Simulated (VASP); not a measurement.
# Al (P6_3/mmc) in VASP: notebook, part 2 of 2

VASP 6.6.1. Earlier steps stand in the parts before.

## 3. Single point, PBE+D3(BJ) (16.16 Å³/atom)

The input, INCAR:

```
SYSTEM = Al
  PREC = Accurate
  ENCUT = 520
  EDIFF = 1E-7
  ISMEAR = 0
  SIGMA = 0.15
  LREAL = .FALSE.
  LASPH = .TRUE.
  NELM = 100
  ALGO = Fast
  ISIF = 2
  LWAVE = .FALSE.
  LCHARG = .FALSE.
  GGA = PE
  IVDW = 12
  NBANDS = 14
```

The input, KPOINTS:

```
Automatic mesh
0
G
  18 18 6
  0 0 0
```

The input, POSCAR:

```
Al
1.0
    2.8711955232      0.0000000000      0.0000000000
   -1.4355977616      2.4865282623      0.0000000000
    0.0000000000      0.0000000000      9.0568991584
Al
4
Direct
    0.0000000000      0.0000000000      0.0000000000
    0.3333333333      0.6666666667      0.2500000000
    0.0000000000      0.0000000000      0.5000000000
    0.6666666667      0.3333333333      0.7500000000
```

Potentials or basis: VASP PAW PBE potentials, release 64 (Al).

The run is started by

```bash
> cat potpaw_PBE.64/Al/POTCAR > POTCAR
> mpirun -np 1 vasp_std > vasp.out
```

Run time: 2.5 min. Hardware: 1 thread of Intel Xeon 8259CL, shared host; peak memory 0.26 GiB.

Results (log left out):

```
Free energy                : -16.2877 eV
Pressure                   : -1.5 GPa
Band gap on the k mesh     : zero (bands 6 and 7 overlap by 6.07 eV)
Dispersion energy per atom : -0.344 eV
```

Stress tensor (GPa, compression positive):
```
-2.62  0.00  0.00
 0.00 -2.62  0.00
 0.00  0.00  0.63
```

Levels at points of the mesh, in eV from the Fermi level:
| k point | band 2 | band 3 | band 4 | band 5 | band 6 | band 7 | band 8 | band 9 | band 10 | band 11 |
| --- | --- | --- | --- | --- | --- | --- | --- | --- | --- | --- |
| (0.00, 0.00, 0.00) | -9.49 | -9.49 | -4.48 | -3.98 | 4.14 | 4.16 | 10.27 | 10.27 | 10.50 | 10.50 |
| (0.50, 0.00, 0.00) | -5.36 | -4.04 | -3.94 | -3.45 | -3.33 | 0.86 | 1.33 | 1.66 | 1.93 | 5.27 |
| (0.00, 0.00, 0.50) | -10.83 | -7.28 | -7.28 | -0.39 | -0.39 | 9.22 | 9.22 | 10.60 | 10.60 | 10.60 |
| (0.50, 0.00, 0.50) | -5.06 | -4.94 | -4.94 | -1.85 | -1.85 | -1.17 | -1.17 | 4.94 | 4.94 | 5.01 |

## 4. Single point, PBE+D3(BJ) (16.16 Å³/atom)

The input, INCAR:

```
SYSTEM = Al
PREC = Accurate ; ENCUT = 520
EDIFF = 1E-6 ; ISMEAR = 0
SIGMA = 0.15 ; LREAL = .FALSE.
LASPH = .TRUE. ; NELM = 100
ALGO = Fast ; ISIF = 2
LWAVE = .FALSE. ; LCHARG = .FALSE.
GGA = PE ; IVDW = 12
NBANDS = 14
```

KPOINTS is that of step 3.

The input, POSCAR:

```
Al
1.0
    2.7768677200      0.0000000000      0.0000000000
   -1.3884338600      2.4048379885      0.0000000000
    0.0000000000      0.0000000000      9.6826600530
Al
4
Direct
    0.0000000000      0.0000000000      0.0000000000
    0.3333333333      0.6666666667      0.2500000000
    0.0000000000      0.0000000000      0.5000000000
    0.6666666667      0.3333333333      0.7500000000
```

The run is started by

```bash
> cat potpaw_PBE.64/Al/POTCAR > POTCAR
> mpirun -np 1 vasp_std > vasp.out
```

Run time: 2.3 min. Hardware: 1 thread of Intel Xeon 8259CL, shared host; peak memory 0.26 GiB.

The run converged. Its results:

```yaml
Free_energy: -16.2678 eV
Pressure: -1.1 GPa
Band_gap_on_the_k_mesh: zero (bands 6 and 7 overlap by 4.54 eV)
Dispersion_energy_per_atom: -0.344 eV
```

Stress tensor (GPa, compression positive):
```
 0.31  0.00  0.00
 0.00  0.31  0.00
 0.00  0.00 -4.04
```

Levels at points of the mesh, in eV from the Fermi level:
| k point | band 2 | band 3 | band 4 | band 5 | band 6 | band 7 | band 8 | band 9 | band 10 | band 11 |
| --- | --- | --- | --- | --- | --- | --- | --- | --- | --- | --- |
| (0.00, 0.00, 0.00) | -9.70 | -9.69 | -5.19 | -4.98 | 2.31 | 2.32 | 11.25 | 11.88 | 11.88 | 11.93 |
| (0.50, 0.00, 0.00) | -5.01 | -3.84 | -3.83 | -3.16 | -3.14 | 0.81 | 0.83 | 1.21 | 1.24 | 6.52 |
| (0.00, 0.00, 0.50) | -10.87 | -7.76 | -7.76 | -1.71 | -1.71 | 6.91 | 6.91 | 12.16 | 12.16 | 12.17 |
| (0.50, 0.00, 0.50) | -4.70 | -4.61 | -4.61 | -1.89 | -1.89 | -1.23 | -1.23 | 4.05 | 4.05 | 4.36 |

## 5. Single point, PBE+D3(BJ) (16.16 Å³/atom)

The input, INCAR:

```
SYSTEM = Al
ALGO     = Fast           ! electronic algorithm
EDIFF    = 1E-6           ! SCF threshold, eV
ENCUT    = 520            ! plane-wave cutoff, eV
GGA      = PE             ! functional
ISIF     = 2              ! what is computed and relaxed
ISMEAR   = 0              ! smearing method
IVDW     = 12             ! dispersion correction
LASPH    = .True.         ! aspherical terms in the spheres
LCHARG   = .False.        ! write CHGCAR
LREAL    = .False.        ! projectors in reciprocal space
LWAVE    = .False.        ! write WAVECAR
NBANDS   = 14             ! bands
NELM     = 80             ! most SCF steps
PREC     = Accurate       ! precision mode
SIGMA    = 0.15           ! smearing width, eV
```

The input, KPOINTS:

```
k-points
0
Gamma
  18 18 6
  0 0 0
```

The input, POSCAR:

```
Al
1.0
    2.8904128308      0.0000000000      0.0000000000
   -1.4452064154      2.5031709389      0.0000000000
    0.0000000000      0.0000000000      8.9368674315
Al
4
Direct
    0.0000000000      0.0000000000      0.0000000000
    0.3333333333      0.6666666667      0.2500000000
    0.0000000000      0.0000000000      0.5000000000
    0.6666666667      0.3333333333      0.7500000000
```

The run is started by

```bash
> cat potpaw_PBE.64/Al/POTCAR > POTCAR
> mpirun -np 1 vasp_std > vasp.out
```

It took 2.3 min on 1 thread of Intel Xeon 8259CL, shared host; peak memory 0.26 GiB.

The run converged. Its results:

```yaml
Free_energy: -16.2679 eV
Pressure: -1.3 GPa
Band_gap_on_the_k_mesh: zero (bands 6 and 7 overlap by 6.41 eV)
Dispersion_energy_per_atom: -0.344 eV
```

Stress tensor (GPa, compression positive):
```
-2.68  0.00  0.00
 0.00 -2.68  0.00
 0.00  0.00  1.47
```

Levels at points of the mesh, in eV from the Fermi level:
```
           k point  band 3  band 4  band 5  band 6  band 7  band 8  band 9  band 10
(0.00, 0.00, 0.00)   -9.45   -4.37   -3.73    4.52    4.55    9.95    9.95    10.21
(0.50, 0.00, 0.00)   -4.08   -3.96   -3.50   -3.36    0.89    1.36    1.84     2.08
(0.00, 0.00, 0.50)   -7.18   -7.18   -0.11   -0.11    9.68    9.68   10.28    10.28
(0.50, 0.00, 0.50)   -5.00   -5.00   -1.84   -1.84   -1.15   -1.15    5.03     5.03
```

## 6. Single point, PBE+D3(BJ) (16.17 Å³/atom)

The input, INCAR:

```
SYSTEM = Al
PREC     = Accurate       ! precision mode
ENCUT    = 520            ! plane-wave cutoff, eV
EDIFF    = 1E-6           ! SCF threshold, eV
ISMEAR   = 0              ! smearing method
SIGMA    = 0.15           ! smearing width, eV
LREAL    = .FALSE.        ! projectors in reciprocal space
LASPH    = .TRUE.         ! aspherical terms in the spheres
NELM     = 80             ! most SCF steps
ALGO     = Normal         ! electronic algorithm
ISIF     = 2              ! what is computed and relaxed
LWAVE    = .FALSE.        ! write WAVECAR
LCHARG   = .FALSE.        ! write CHGCAR
GGA      = PE             ! functional
IVDW     = 12             ! dispersion correction
NBANDS   = 14             ! bands
```

The input, KPOINTS:

```
regular mesh
0
G
  18 18 6
  0 0 0
```

The input, POSCAR:

```
Al
1.0
    2.8142180351      0.0000000000      0.0000000000
   -1.4071090176      2.4371843102      0.0000000000
    0.0000000000      0.0000000000      9.4273489958
Al
4
Direct
    0.0000000000      0.0000000000      0.0000000000
    0.3333333333      0.6666666667      0.2500000000
    0.0000000000      0.0000000000      0.5000000000
    0.6666666667      0.3333333333      0.7500000000
```

Potentials or basis: VASP PAW PBE potentials, release 64 (Al).

The run is started by

```bash
> cat potpaw_PBE.64/Al/POTCAR > POTCAR
> mpirun -np 1 vasp_std > vasp.out
```

OUTCAR:

```text
SYSTEM = Al
   PREC = Accurate
   ENCUT = 520
   EDIFF = 1E-6
   ISMEAR = 0
   LREAL = .FALSE.
   LASPH = .TRUE.
   NELM = 80
   ISIF = 2
   GGA = PE
   IVDW = 12
 IVDW          = 12

 ion  position               nearest neighbor table
   1  0.000  0.000  0.000-   2 2.86   4 2.86   4 2.86   2 2.86   4 2.86   2 2.86
   2  0.333  0.667  0.250-   1 2.86   3 2.86   1 2.86   3 2.86   1 2.86   3 2.86
   3  0.000  0.000  0.500-   2 2.86   4 2.86   4 2.86   2 2.86   4 2.86   2 2.86
   4  0.667  0.333  0.750-   1 2.86   3 2.86   1 2.86   3 2.86   1 2.86   3 2.86

  LATTYP: Found a hexagonal cell.
 ALAT       =     2.8142180351
[... 614 lines left out ...]
  --------------------------------------------------------------------------------------
  -------------------------------------------------------------------------------------
  Total      -0.34139    -0.34139    -1.22533     0.00000    -0.00000     0.00000
  in kB      -8.45917    -8.45917   -30.36176     0.00000    -0.00000     0.00000
  external pressure =      -15.76 kB  Pullay stress =        0.00 kB

 VOLUME and BASIS-vectors are now :
 -----------------------------------------------------------------------------
  energy-cutoff  :      520.00
  volume of cell :       64.66
      direct lattice vectors                 reciprocal lattice vectors
     2.814218035  0.000000000  0.000000000     0.355338495  0.205154776  0.000000000
    -1.407109018  2.437184310  0.000000000     0.000000000  0.410309551  0.000000000
     0.000000000  0.000000000  9.427348996     0.000000000  0.000000000  0.106074359

 POSITION                                       TOTAL-FORCE (eV/Angst)
 -----------------------------------------------------------------------------------
      0.00000      0.00000      0.00000         0.000000      0.000000     -0.000000
     -0.00000      1.62479      2.35684         0.000000      0.000000     -0.000000
      0.00000      0.00000      4.71367        -0.000000      0.000000     -0.000000
      1.40711      0.81239      7.07051        -0.000000     -0.000000      0.000000
 -----------------------------------------------------------------------------------
    total drift:                               -0.000000      0.000000      0.000000

  FREE ENERGIE OF THE ION-ELECTRON SYSTEM (eV)
  ---------------------------------------------------
  free  energy   TOTEN  =       -16.3023456911 eV

  energy  without entropy=      -16.2833162871  energy(sigma->0) =      -16.29283099
```

OSZICAR:

```text
N       E                     dE             d eps       ncg     rms          rms(c)
DAV:   1     0.609605260761E+01    0.60961E+01   -0.41291E+03  4152   0.656E+02
DAV:   2    -0.143251862641E+02   -0.20421E+02   -0.18903E+02  5376   0.894E+01
DAV:   3    -0.150174955113E+02   -0.69231E+00   -0.68361E+00  5508   0.133E+01
DAV:   4    -0.150223155740E+02   -0.48201E-02   -0.48187E-02  4990   0.138E+00
DAV:   5    -0.150223706487E+02   -0.55075E-04   -0.55074E-04  5498   0.152E-01    0.266E+00
DAV:   6    -0.149675909308E+02    0.54780E-01   -0.58717E-03  4826   0.437E-01    0.154E+00
DAV:   7    -0.149285292562E+02    0.39062E-01   -0.14982E-02  4656   0.654E-01    0.221E-01
DAV:   8    -0.149280966991E+02    0.43256E-03   -0.25852E-04  5840   0.852E-02    0.289E-02
DAV:   9    -0.149280787991E+02    0.17900E-04   -0.21140E-05  5032   0.217E-02    0.755E-03
DAV:  10    -0.149280785739E+02    0.22516E-06   -0.55723E-07  3752   0.512E-03
   1 F= -.16302346E+02 E0= -.16292831E+02  d E =-.190294E-01
```

It took 2 min on 1 thread of Intel Xeon 8259CL, shared host; peak memory 0.25 GiB.

What came out:

| Item | Value |
| --- | --- |
| Free energy | -16.3023 eV |
| Pressure | -1.6 GPa |
| Band gap on the k mesh | zero (bands 6 and 7 overlap by 5.14 eV) |
| Dispersion energy per atom | -0.344 eV |

## 7. Summary

| cell | gap on the mesh (eV) | pressure (GPa) |
| --- | --- | --- |
| a = 2.795, b = 2.795, c = 9.554 Å, angles 90.0, 90.0, 120.0°, 4 atoms | none | -1.4 |
| a = 2.871, b = 2.871, c = 9.057 Å, angles 90.0, 90.0, 120.0°, 4 atoms | none | -1.5 |
| a = 2.777, b = 2.777, c = 9.683 Å, angles 90.0, 90.0, 120.0°, 4 atoms | none | -1.1 |
| a = 2.890, b = 2.890, c = 8.937 Å, angles 90.0, 90.0, 120.0°, 4 atoms | none | -1.3 |
| a = 2.814, b = 2.814, c = 9.427 Å, angles 90.0, 90.0, 120.0°, 4 atoms | none | -1.6 |

Alike in all rows: task single point; level PBE+D3(BJ); potentials or basis VASP PAW PBE potentials, release 64 (Al); no spin polarisation; k mesh 18 × 18 × 6; cutoff (eV) 520; smearing gaussian 0.15 eV.

Total energies depend on the potentials used, so only differences within one code and one set of settings carry meaning.
